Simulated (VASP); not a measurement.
# KTaO3: single point with PBE

The system is KTaO3.

```
CELL_PARAMETERS angstrom
4.18771 0.00000 0.00000
0.00000 3.98830 0.00000
0.00000 0.00000 3.98830
ATOMIC_POSITIONS crystal
K 0.50000 0.50000 0.50000
Ta 0.00000 0.00000 0.00000
O 0.50000 0.00000 0.00000
O 0.00000 0.50000 0.00000
O 0.00000 0.00000 0.50000
```

This cell differs from its parent crystal: strain +0.0500 x Voigt [1, 0, 0, 0, 0, 0].

| Item | Value |
| --- | --- |
| Program | VASP 6.6.1 |
| Task | single point |
| Functional | PBE |
| Potentials or basis | VASP PAW PBE potentials, release 64 (K_sv, Ta_pv, O) |
| Cutoff | 520 eV |
| k mesh | 8 × 8 × 8 |
| Occupations | gaussian, width 0.05 eV |
| Spin | no spin polarisation |

The pressure is -2.6 GPa. The band gap on the k mesh is 2.01 eV, indirect (least direct gap 2.59 eV).

Stress tensor (GPa, compression positive):
```
-12.15   0.00   0.00
  0.00   2.22   0.00
  0.00   0.00   2.22
```

Levels at points of the mesh, in eV from the valence-band top:
```tsv
k point	band 16	band 17	band 18	band 19	band 20	band 21	band 22	band 23
(0.00, 0.00, 0.00)	-0.98	-0.69	-0.58	-0.58	2.01	2.01	2.07	5.51
(0.50, 0.00, 0.00)	-1.97	-1.53	-0.95	-0.95	2.17	4.29	4.29	6.59
(0.00, 0.50, 0.00)	-2.06	-1.34	-0.89	-0.76	2.16	4.86	4.86	5.84
(0.50, 0.50, 0.00)	-1.80	-1.59	-1.57	-0.06	4.34	4.89	5.79	7.40
(0.00, 0.50, 0.50)	-1.69	-1.08	-1.08	-0.11	4.90	4.90	6.20	6.28
(0.50, 0.50, 0.50)	-3.66	-0.09	0.00	0.00	5.91	5.91	6.29	8.63
```

It took 52 s on 1 thread of Intel(R) Xeon(R) 6975P-C (Granite Rapids), with other jobs on the host, peak memory 0.26 GiB.

Caveat: the cell differs from its parent crystal (strain +0.0500 x Voigt [1, 0, 0, 0, 0, 0]); spin-orbit coupling is left out, which moves the levels of the heavy elements. A k mesh can miss the band edges.
